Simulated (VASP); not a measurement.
## NbRu3: electric field gradients with LDA

NbRu3:

```
Nb Ru
1.0
     3.82756    0.00000    0.00000
     0.00000    3.82756    0.00000
     0.00000    0.00000    3.82756
Nb Ru
1 3
Direct
  0.00000 0.00000 0.00000
  0.00000 0.50000 0.50000
  0.50000 0.00000 0.50000
  0.50000 0.50000 0.00000
```

| Quantity | Value |
| --- | --- |
| Program | VASP 6.6.1 |
| Task | electric field gradients |
| Functional | LDA |
| Potentials or basis | VASP PAW LDA potentials, release 64 (Nb_sv, Ru_pv) |
| Cutoff | 520 eV |
| k mesh | 9 × 9 × 9 |
| Occupations | fermi-dirac, width 0.05 eV |
| Spin | no spin polarisation |
| Dipole correction | no |
| Further INCAR settings | ALGO = Normal; EDIFF = 1e-08; NBANDS = 36 |

| Property | Result |
| --- | --- |
| Pressure | 0.7 GPa |
| Band gap on the k mesh | zero (an odd number of electrons rules out a gap without spin polarisation) |
| Largest electric field gradient by atom | Nb +0.0; Ru -19.9 V/Å² |

Levels at points of the mesh, in eV from the Fermi level:
```
           k point  band 26  band 27  band 28  band 29  band 30  band 31
(0.00, 0.00, 0.00)     1.91     2.47     2.47     2.47     3.84     3.84
```

Electric field gradients, principal values (V/Å²):
```tsv
atom	least	middle	greatest (by size)
1 Nb	0.000	0.000	0.000
2 Ru	9.942	9.942	-19.883
3 Ru	9.942	9.942	-19.883
4 Ru	9.942	9.942	-19.883
```

Wall time 36 s on 1 thread of Intel(R) Xeon(R) 6975P-C (Granite Rapids) (shared host), peak memory 0.17 GiB.

Caveat: without QUAD_EFG the Cq values of the log hold for a quadrupole moment of 1 mb, not for the nuclei.
